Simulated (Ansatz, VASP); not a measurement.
**Mg5O in VASP and in Ansatz**

```
Mg O
1.0
     3.11155    0.00000    0.00000
    -1.55578    2.69468    0.00000
     0.00000    0.00000   13.05817
Mg O
5 1
Direct
  0.66667 0.33333 0.10129
  0.00000 0.00000 0.30047
  0.66667 0.33333 0.50000
  0.00000 0.00000 0.69953
  0.66667 0.33333 0.89871
  0.00000 0.00000 0.00000
```

Change from the starting cell: species swapped into the Li5Mg type (P-6m2, No. 187).

Alike in both runs: functional PBE; k mesh 12 × 12 × 4; occupations gaussian, width 0.1 eV; no spin polarisation.

Ansatz relaxed the structure, and its values are those at the end. VASP's run is a single point on that final structure, the one shown.

|  | VASP | Ansatz |
| --- | --- | --- |
| version | VASP 6.6.1 | Ansatz 0.2.0 |
| potentials or method | VASP PAW PBE potentials, release 64 (Mg, O), cutoff 520 eV | scalar-relativistic, plane waves, PAW |
| valence electrons in the cell | 16 | 56 |

```tsv
	VASP	Ansatz	Ansatz less VASP
gap on the k mesh at the Fermi level (eV)	none	none	-
pressure (GPa)	-0.2	0.0	+0.23
rms of the force components (eV/Å)	0.006	0.002	-0.0038
```

A gap of «none» marks a metal or a gap that the smearing closes. The functional is the same, so the differences come from potentials, cutoffs and numerics. VASP's potentials hold 16 valence electrons a cell and Ansatz's 56, so a difference there can come from the potentials and not from the codes.
